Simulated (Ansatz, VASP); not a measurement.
Two plane-wave programs on Tl

The input INCAR:

```
SYSTEM = Tl
PREC = Accurate
ENCUT = 520
EDIFF = 1E-6
ISMEAR = -1
SIGMA = 0.1
LREAL = .FALSE.
LASPH = .TRUE.
NELM = 60
ALGO = Normal
ISIF = 2
LWAVE = .FALSE.
LCHARG = .FALSE.
GGA = CA
NBANDS = 34
```

Contents of KPOINTS:

```
regular mesh
0
G
  12 12 4
  0 0 0
```

The input POSCAR:

```
Tl
1.0
    3.3326431695      0.0000000000      0.0000000000
   -1.6663215847      2.8861536465      0.0000000000
    0.0000000000      0.0000000000     10.8289609037
Tl
4
Direct
    1.0000000000      1.0000000000      0.0000000000
    1.0000000000      1.0000000000      0.5000000000
    0.3333333333      0.6666666667      0.2500000000
    0.6666666667      0.3333333333      0.7500000000
```

Input for Ansatz:

```yaml
crystal:
  lattice:
    - [3.3326431695, 0.0, 0.0]
    - [-1.6663215847, 2.8861536465, 0.0]
    - [0.0, 0.0, 10.8289609037]
  atoms:
    - { symbol: Tl, position: [1.0, 1.0, 0.0] }
    - { symbol: Tl, position: [1.0, 1.0, 0.5] }
    - { symbol: Tl, position: [0.3333333333, 0.6666666667, 0.25] }
    - { symbol: Tl, position: [0.6666666667, 0.3333333333, 0.75] }
hamiltonian:
  xc: lda
  pseudopotentials:
    kind: paw
    azcp:
      Tl: "pseudopotentials/Tl.paw.azcp"
basis:
  ecutwfc: 420
  fft_grid_basis: typed
kpoints:
  mp_grid: { grid: [12, 12, 4], shift: [0, 0, 0] }
magnetization:
  spin_polarized: false
scf:
  occupations: { method: fermi_dirac, width: 0.1 }
  lower_state_search: "off"
output:
  stress: true
  write_density: true
  write_potential: true
  elf: true
  volumetric_format: npy
```

Alike in both runs: task single point; functional LDA; k mesh 12 × 12 × 4; occupations fermi-dirac, width 0.1 eV; no spin polarisation.

```csv
,VASP,Ansatz
version,VASP 6.6.1,Ansatz 0.2.0
potentials or method,"VASP PAW LDA potentials, release 64 (Tl_d), cutoff 520 eV","plane waves (420 eV) with PAW, scalar-relativistic"
valence electrons in the cell,52,52
```

Ansatz gave:

| Quantity | Value |
| --- | --- |
| pressure (GPa) | 2.0 |
| traceless stress, the component that is largest in VASP (GPa) | 0.05 |

**Question.** What did VASP give for the same quantities?

**Answer.** Pressure (GPa): 2.1; traceless stress, the component that is largest in VASP (GPa): 0.05.

Ansatz warns that its potentials were made for another functional, while VASP's fit it. LDA's correlation is that of Perdew and Zunger in VASP and of Perdew and Wang (1992) in Ansatz.

Spin-orbit coupling is off throughout.
